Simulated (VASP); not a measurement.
AlN, 4 atoms in the cell. The structure is hexagonal, space group P6_3mc (No. 186). Conventional cell: a = 3.113 Å, b = 3.113 Å, c = 4.981 Å, α = 90.00°, β = 90.00°, γ = 120.00°. Within 2.5 Å of Al (site symmetry 3m) lie 4 N at 1.89 Å. N (site symmetry 3m) has 4 Al at 1.89 Å within 2.5 Å. 

```yaml
Program: VASP 6.6.1
Task: single point
Functional: RPBE
Potentials_or_basis: VASP PAW PBE potentials, release 64 (Al, N)
Cutoff: 520 eV
k_mesh: 12 × 12 × 4
Occupations: gaussian, width 0.01 eV
Spin: no spin polarisation
Dipole_correction: no
Further_INCAR_settings: ALGO = Normal; EDIFF = 1e-06; NBANDS = 16
```

Potentials or basis: VASP PAW PBE potentials, release 64 (Al, N).

Command:

```sh
$ cat potpaw_PBE.64/Al/POTCAR potpaw_PBE.64/N/POTCAR > POTCAR
$ mpirun -np 1 vasp_std > vasp.out
```

Hardware: 1 thread of Intel Xeon 8259CL (shared host).

Task: Estimate the wall time of this run.

Result: Wall time 38 s on 1 thread of Intel Xeon 8259CL, with other jobs on the host, peak memory 0.17 GiB. Counts: scf iterations 13, k points 57.
